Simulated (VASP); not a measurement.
Write the native input for VASP 6.6.1 that does the following.

- Task: single point
- Functional: LDA
- Potentials or basis: VASP PAW LDA potentials, release 64 (Re)
- Cutoff: 600 eV
- k mesh: 13 × 13 × 7
- Occupations: methfessel-paxton, width 0.3 eV
- Spin: no spin polarisation
- Dipole correction: no
- Further INCAR settings: ALGO = Normal; EDIFF = 1e-06; NBANDS = 14

The structure of Re lies in POSCAR:

```
Re
1.0
    2.7391880258      0.0000000000      0.0000000000
   -1.3695940129      2.3722064161      0.0000000000
    0.0000000000      0.0000000000      4.4118668232
Re
2
Direct
    0.3333333333      0.6666666667      0.2500000000
    0.6666666667      0.3333333333      0.7500000000
```

These files were run (other wordings do the same):

INCAR

```
SYSTEM = Re
  PREC = Accurate
  ENCUT = 600
  EDIFF = 1E-6
  ISMEAR = 1
  SIGMA = 0.3
  LREAL = .False.
  LASPH = .True.
  NELM = 120
  ALGO = Normal
  ISIF = 2
  LWAVE = .False.
  LCHARG = .False.
  NBANDS = 14
  GGA_COMPAT = .False.
```

KPOINTS

```
regular mesh
0
Gamma
  13 13 7
  0 0 0
```

Potentials or basis: VASP PAW LDA potentials, release 64 (Re).

Run with:

```bash
$ cat potpaw_LDA.64/Re/POTCAR > POTCAR
$ mpirun -np 1 vasp_std > vasp.out
```

Results of the run:

```json
{"Pressure": "1.4 GPa", "Band gap on the k mesh": "zero (band 7 reaches 9.55 eV, above the bottom of band 8 at 6.50 eV)"}
```

Caveat: spin-orbit coupling is left out, which moves the levels of the heavy elements.

Wall time 13 s on 1 thread of Intel(R) Xeon(R) 6975P-C (Granite Rapids), with other jobs on the host, peak memory 0.16 GiB.
